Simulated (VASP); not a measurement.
# Te8HPd4 (a cell with a defect) in VASP: notebook, part 2 of 2

VASP 6.6.1. The steps go on from the part before.

## (3) Single point, PBEsol

Input file INCAR:

```
ALGO = Normal
EDIFF = 1E-6
ENCUT = 520
GGA = PS
ISIF = 2
ISMEAR = -1
LASPH = True
LCHARG = False
LREAL = False
LWAVE = False
NBANDS = 56
NELM = 60
PREC = Accurate
SIGMA = 0.05
```

Input file KPOINTS:

```
k-points
0
Gamma
  3 3 2
```

Input file POSCAR:

```
Te8HPd4
1.0
   -2.0120000000      3.4848860000      5.1130000000
    4.0240000000      0.0000000000      5.1130000000
    4.0240000000      6.9697720000      0.0000000000
Te Pd H
8 4 1
Direct
    0.3010163760      0.9933118071      0.1773504565
    0.1437461955      0.5334883048      0.0601541766
    0.3368990407      0.9704156474      0.7093410300
    0.1322231977      0.5647061979      0.6068228960
    0.7709444173      0.4777549764      0.3824438724
    0.6516416982      0.0302867196      0.3360659386
    0.7825103489      0.4788039480      0.8949561966
    0.6945555479      0.0596396408      0.8351281928
    0.0274245951     -0.0278744288      0.0083113784
   -0.0052887942      0.0250423636      0.5274822254
    0.4545745392      0.5044319150      0.2431585355
    0.5095692803      0.5018721435      0.7230665722
    0.4659807866      0.2650968587      0.4229134153
```

Potentials or basis: VASP PAW PBE potentials, release 64 (Te, Pd, H).

Run with:

```sh
cat potpaw_PBE.64/Te/POTCAR potpaw_PBE.64/Pd/POTCAR potpaw_PBE.64/H/POTCAR > POTCAR
mpirun -np 1 vasp_std > vasp.out
```

OUTCAR:

```text
EDIFF = 1E-6
   ENCUT = 520
   GGA = PS
   ISIF = 2
   ISMEAR = -1
   LASPH = True
   LREAL = False
   NELM = 60
   PREC = Accurate

 ion  position               nearest neighbor table
   1  0.301  0.993  0.177-   9 2.62  11 2.82  10 2.91   6 3.06   2 3.13   8 3.19
   2  0.144  0.533  0.060-   9 2.55  11 2.76  12 3.00   5 3.00   1 3.13   7 3.22   4 3.61   3 3.68

   3  0.337  0.970  0.709-   9 2.62  12 2.74  10 2.87   6 3.09   8 3.12   4 3.42   7 3.56   2 3.68

   4  0.132  0.565  0.607-  10 2.66  12 2.72   7 2.81  11 3.05   3 3.42   2 3.61   5 3.67
   5  0.771  0.478  0.382-  11 2.55  10 2.73  12 2.75   2 3.00   6 3.26   6 3.46   4 3.67
   6  0.652  0.030  0.336-  13 1.69  11 2.74   9 2.99   1 3.06  10 3.06   3 3.09   5 3.26   5 3.46

   7  0.783  0.479  0.895-  12 2.50   4 2.81  11 2.95   9 2.97   8 3.21   2 3.22   8 3.47   3 3.56

   8  0.695  0.060  0.835-  12 2.58  10 2.64   9 2.70   3 3.12   1 3.19   7 3.21   7 3.47
   9  0.027  0.972  0.008-   2 2.55   3 2.62   1 2.62   8 2.70   7 2.97   6 2.99
  10  0.995  0.025  0.527-   8 2.64   4 2.66   5 2.73   3 2.87   1 2.91   6 3.06
  11  0.455  0.504  0.243-  13 1.76   5 2.55   6 2.74   2 2.76   1 2.82   7 2.95   4 3.05
  12  0.510  0.502  0.723-   7 2.50   8 2.58   4 2.72   3 2.74   5 2.75   2 3.00
  13  0.466  0.265  0.423-   6 1.69  11 1.76

  LATTYP: Found a base centered monoclinic cell.
 ALAT       =    10.9892515866
 B/A-ratio  =     0.6342353965
 C/A-ratio  =     0.7323519302
 COS(beta)  =    -0.3661759651

  Lattice vectors:

 A1 = (   2.0120000000,  -3.4848860000,  -5.1130000000)
 A2 = (  -4.0240000000,   0.0000000000,  -5.1130000000)
 A3 = (   4.0240000000,   6.9697720000,   0.0000000000)

Analysis of symmetry for initial positions (statically):
=====================================================================
 Subroutine PRICEL returns:
 Original cell was already a primitive cell.

 Routine SETGRP: Setting up the symmetry group for a
 base centered monoclinic supercell.
[... 155 lines left out ...]
   LEPSILON=     F    determine dielectric tensor
   LRPA    =     F    only Hartree local field effects (RPA)
 non-spin polarized calculation
  energy-cutoff  :      520.00
  volume of cell :      286.80
 maximum number of plane-waves:      7743
   NGX = 25   NGY = 25   NGZ = 29

 number of electron      89.0000005 magnetization

 Free energy of the ion-electron system (eV)
  ---------------------------------------------------
  ext. energy  EPLUGINS =         0.00000000
  ---------------------------------------------------
  free energy    TOTEN  =       -56.94379540 eV

  energy without entropy =      -56.89637787  energy(sigma->0) =      -56.92008663

 E-fermi :   8.4656     XC(G=0): -10.7816

 val. band max:        8.4109761276   @ k =   0.0000   0.0000   0.5000
 cond. band min:       8.4683504499   @ k =   0.0000   0.0000   0.0000
 fundamental gap:      0.0573743223
 Fermi energy:         8.4656169155

 k-point     1 :       0.0000    0.0000    0.0000
  band No.  band energies     occupation
      1      -5.6064      2.00000
      2      -4.2915      2.00000
      3      -3.6773      2.00000
      4      -3.4850      2.00000
      5      -2.8392      2.00000
      6      -2.7190      2.00000
[... 579 lines left out ...]
     55      12.7010      0.00000
     56      12.8145      0.00000

------------------------ aborting loop because EDIFF is reached ----------------------------------------

  FORCE on cell =-STRESS in cart. coord.  units (eV):
  Direction    XX          YY          ZZ          XY          YZ          ZX
  --------------------------------------------------------------------------------------
  -------------------------------------------------------------------------------------
  Total        7.2374578      5.4070267      5.4907033      0.9614225      0.8956895      0.6168197
  in kB       40.4309828     30.2055514     30.6729983      5.3708437      5.0036364      3.4457716
  external PRESSURE =      33.7698442 kB  Pullay stress =       0.0000000 kB

 VOLUME and BASIS-vectors are now :
 -----------------------------------------------------------------------------
  energy-cutoff  :      520.00
  volume of cell :      286.80
      direct lattice vectors                 reciprocal lattice vectors
    -2.012000000  3.484886000  5.113000000    -0.124254473  0.071738358  0.097789947
     4.024000000  0.000000000  5.113000000     0.124254473 -0.071738358  0.097789947
     4.024000000  6.969772000  0.000000000     0.062127237  0.107607537 -0.048894974

 POSITION                                       TOTAL-FORCE (eV/Angst)
 -----------------------------------------------------------------------------------
      4.10510      2.28510      6.61790        -0.067685      0.826770     -0.928712
      2.09960      0.92020      3.46270        -0.312911      0.838085      0.475701
      6.08150      6.11800      6.68430        -0.168283     -0.632606     -0.734277
      4.44820      4.69020      3.56340        -0.749843     -0.416595      1.045312
      1.91030      5.35220      6.38460         0.081374      1.052077      0.480574
      0.16310      4.61320      3.48670        -2.789060      0.466036      0.416819
      3.95360      8.96460      6.44910         0.325240      1.507250     -0.249013
      2.20310      8.24110      3.85620        -0.627102     -0.124791     -0.341348
      3.89010      0.15350      5.11070         1.410774     -0.822238      0.096294
      0.22200      7.14289      5.21400        -0.395775     -0.675747     -0.003605
      2.09370      3.27890      4.90340         0.397889     -0.775367      0.123080
      3.90390      6.81540      5.17150         0.985742     -0.870250     -0.592298
      1.83100      4.57150      3.73800         1.909641     -0.372624      0.211474
 -----------------------------------------------------------------------------------
    total drift:                                0.000323     -0.000019     -0.000071

  FREE ENERGIE OF THE ION-ELECTRON SYSTEM (eV)
  ---------------------------------------------------
  free  energy   TOTEN  =       -56.9437953952 eV

  energy  without entropy=      -56.8963778696  energy(sigma->0) =      -56.92008663
```

Run time: 1.9 min. Hardware: 1 thread of AMD EPYC 9R45 (Zen 5), shared host; peak memory 0.41 GiB.

What came out:

* Free energy: -56.9438 eV
* Pressure: 3.4 GPa
* Largest force: 2.858 eV/Å
* Band gap on the k mesh: zero (an odd number of electrons rules out a gap without spin polarisation)

Forces in eV/Å, atoms in the order of the input:
```
Te  -0.068  0.827 -0.929
Te  -0.313  0.838  0.476
Te  -0.168 -0.633 -0.734
Te  -0.750 -0.417  1.045
Te   0.081  1.052  0.481
Te  -2.789  0.466  0.417
Te   0.325  1.507 -0.249
Te  -0.627 -0.125 -0.341
Pd   1.411 -0.822  0.096
Pd  -0.396 -0.676 -0.004
Pd   0.398 -0.775  0.123
Pd   0.986 -0.870 -0.592
H    1.910 -0.373  0.211
```

Caveat: the k points lie up to 0.42 Å⁻¹ apart, too coarse for converged energies and pressures of a metal; the atoms stand as in a frame of molecular dynamics; the PAW data sets were made with another functional, which shifts forces and pressure a little; spin-orbit coupling is left out, which moves the levels of the heavy elements; an odd number of electrons without spin polarisation forces a metal; a magnetic or distorted state may lie lower.

The gap in the log of VASP goes by the Fermi energy; the results here count the filled bands.